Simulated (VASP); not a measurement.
Write the native input for VASP 6.6.1 that does the following.

| Item | Value |
| --- | --- |
| Task | single point |
| Functional | PBEsol |
| Potentials or basis | VASP PAW PBE potentials, release 64 (Ba_sv, Te) |
| Cutoff | 520 eV |
| k mesh | 6 × 6 × 6 |
| Occupations | gaussian, width 0.02 eV |
| Spin | no spin polarisation |
| Dipole correction | no |
| Further INCAR settings | ALGO = Normal; EDIFF = 1e-06; NBANDS = 15 |

The structure of BaTe lies in POSCAR:

```
BaTe
1.0
    4.2624660000      0.0000000000      0.0000000000
    0.0000000000      4.2624660000      0.0000000000
    0.0000000000      0.0000000000      4.2624660000
Ba Te
1 1
Direct
    0.0000000000      0.0000000000      0.0000000000
    0.5000000000      0.5000000000      0.5000000000
```

These files were run (other wordings do the same):

INCAR

```
  PREC = Accurate
  ENCUT = 520
  EDIFF = 1E-6
  ISMEAR = 0
  SIGMA = 0.02
  LREAL = False
  LASPH = True
  NELM = 60
  ALGO = Normal
  ISIF = 2
  LWAVE = False
  LCHARG = False
  GGA = PS
  NBANDS = 15
```

KPOINTS

```
Automatic mesh
0
Gamma
  6 6 6
```

Potentials or basis: VASP PAW PBE potentials, release 64 (Ba_sv, Te).

Run with:

```console
$ cat potpaw_PBE.64/Ba_sv/POTCAR potpaw_PBE.64/Te/POTCAR > POTCAR
$ mpirun -np 1 vasp_std > vasp.out
```

Results of the run:

```json
{"Pressure": "-1.7 GPa", "Band gap on the k mesh": "0.71 eV (least direct gap 0.89 eV)"}
```

Caveat: semilocal functionals underestimate gaps, and a narrow one can read as zero; the PAW data sets were made with another functional, which shifts forces and pressure a little; spin-orbit coupling is left out, which moves the levels of the heavy elements.

Run time: 25 s on 1 thread of Intel Xeon 8259CL, with other jobs on the host, peak memory 0.19 GiB.
